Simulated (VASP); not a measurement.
Wanted: the native input for a VASP 6.6.1 run.

* Task: single point
* Functional: PBEsol
* Potentials or basis: VASP PAW PBE potentials, release 64 (Ti_sv)
* Cutoff: 520 eV
* k mesh: 10 × 10 × 6
* Occupations: fermi-dirac, width 0.05 eV
* Spin: no spin polarisation
* Dipole correction: no
* Further INCAR settings: ALGO = Normal; EDIFF = 1e-06; NBANDS = 19

The structure of Ti lies in POSCAR:

```
Ti
1.0
    2.9500000000      0.0000000000      0.0000000000
   -1.4750000000      2.5547749412      0.0000000000
    0.0000000000      0.0000000000      4.5864000000
Ti
2
Direct
    0.6666666667      0.3333333333      0.7500000000
    0.3333333333      0.6666666667      0.2500000000
```

These files were run (other wordings do the same):

INCAR

```
SYSTEM = Ti
ALGO = Normal ; EDIFF = 1E-6
ENCUT = 520 ; GGA = PS
ISIF = 2 ; ISMEAR = -1
LASPH = .True. ; LCHARG = .True.
LELF = .True. ; LREAL = .False.
LVHAR = .True. ; LWAVE = .False.
NBANDS = 19 ; NELM = 100
PREC = Accurate ; SIGMA = 0.05
```

KPOINTS

```
k-points
0
Gamma
  10 10 6
  0 0 0
```

Potentials or basis: VASP PAW PBE potentials, release 64 (Ti_sv).

Run with:

```bash
$ cat potpaw_PBE.64/Ti_sv/POTCAR > POTCAR
$ mpirun -np 1 vasp_std > vasp.out
```

Results of the run:

- Pressure: -3.9 GPa
- Band gap on the k mesh: zero (band 12 reaches 9.01 eV, above the bottom of band 13 at 8.04 eV)

Caveat: the PAW data sets were made with another functional, which shifts forces and pressure a little.

Run time: 35 s on 1 thread of Intel(R) Xeon(R) Platinum 8259CL CPU @ 2.50GHz (Skylake/Cascade Lake), with other jobs on the host, peak memory 0.17 GiB.
